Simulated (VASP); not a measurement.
**SiMo3: single point with PBE**

The system is SiMo3.

```
Si Mo
1.0
     4.92540    0.00000    0.00000
     0.00000    4.92540    0.00000
     0.00000    0.00000    4.92540
Si Mo
2 6
Direct
  0.00000 0.00000 0.00000
  0.50000 0.50000 0.50000
  0.25000 0.00000 0.50000
  0.50000 0.75000 0.00000
  0.75000 0.00000 0.50000
  0.50000 0.25000 0.00000
  0.00000 0.50000 0.75000
  0.00000 0.50000 0.25000
```

This cell differs from its parent crystal: volume scaled by 1.02, then relaxed in part.

```json
{"Program": "VASP 6.6.1", "Task": "single point", "Functional": "PBE", "Potentials or basis": "VASP PAW PBE potentials, release 64 (Si, Mo_sv)", "Cutoff": "520 eV", "k mesh": "10 × 10 × 10", "Occupations": "fermi-dirac, width 0.05 eV", "Spin": "no spin polarisation"}
```

```
Pressure               : -2.4 GPa
Band gap on the k mesh : zero (band 46 reaches 13.63 eV, above the bottom of band 47 at 11.22 eV)
```

Levels at points of the mesh, in eV from the Fermi level:
| k point | band 44 | band 45 | band 46 | band 47 | band 48 | band 49 |
| --- | --- | --- | --- | --- | --- | --- |
| (0.00, 0.00, 0.00) | -1.53 | 1.21 | 1.21 | 1.21 | 1.92 | 2.28 |
| (0.50, 0.00, 0.00) | -1.69 | 0.21 | 0.21 | 0.91 | 0.91 | 1.46 |
| (0.50, 0.50, 0.00) | -0.87 | -0.87 | -0.79 | -0.67 | -0.47 | -0.13 |
| (0.50, 0.50, 0.50) | -1.20 | -1.20 | -1.20 | -1.20 | -1.20 | 1.22 |

It took 3.4 min on 1 thread of Intel(R) Xeon(R) 6975P-C (Granite Rapids) (shared host), peak memory 0.4 GiB.
